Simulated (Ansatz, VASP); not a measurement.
**One calculation of Au, two programs**

The input INCAR:

```
ALGO = Normal
EDIFF = 1E-6
ENCUT = 520
GGA = PS
ISIF = 2
ISMEAR = -1
LASPH = T
LCHARG = F
LREAL = F
LWAVE = F
NBANDS = 18
NELM = 100
PREC = Accurate
SIGMA = 0.1
```

File KPOINTS:

```
k-points
0
Gamma
  13 13 7
```

The input POSCAR:

```
Au
1.0
    2.8474997394      0.0000000000      0.0000000000
   -1.4237498697      2.4660074347      0.0000000000
    0.0000000000      0.0000000000      4.7916547339
Au
2
Direct
    0.3333333333      0.6666666667      0.7500000000
    0.6666666667      0.3333333333      0.2500000000
```

Input for Ansatz:

```yaml
crystal:
  lattice:
    - [2.8474997394202464, 0.0, 0.0]
    - [-1.4237498697101232, 2.4660074346761123, 0.0]
    - [0.0, 0.0, 4.791654733920967]
  atoms:
    - { symbol: Au, position: [0.3333333333333333, 0.6666666666666666, 0.75] }
    - { symbol: Au, position: [0.6666666666666666, 0.3333333333333333, 0.25] }
basis:
  ecutwfc: 500.0
kpoints:
  mp_grid:
    grid: [13, 13, 7]
hamiltonian:
  xc: pbesol
scf:
  occupations:
    method: fermi_dirac
output:
  stress: true
```

Alike in both runs: task single point; functional PBEsol; k mesh 13 × 13 × 7; no spin polarisation.

|  | VASP | Ansatz |
| --- | --- | --- |
| version | VASP 6.6.1 | Ansatz 0.2.0 |
| potentials or method | VASP PAW PBE potentials, release 64 (Au), cutoff 520 eV | plane waves, PAW |
| occupations | fermi-dirac, width 0.1 eV | fermi-dirac |
| valence electrons in the cell | 22 | 38 |

|  | VASP | Ansatz | Ansatz less VASP |
| --- | --- | --- | --- |
| pressure (GPa) | 1.8 | 2.1 | +0.30 |
| traceless stress, the component that is largest in VASP (GPa) | -0.67 | -0.66 | +0.007 |

VASP's potentials were made for PBE, not for PBEsol. VASP's potentials hold 22 valence electrons a cell and Ansatz's 38, so a difference there can come from the potentials and not from the codes.

Neither program's run includes spin-orbit coupling.
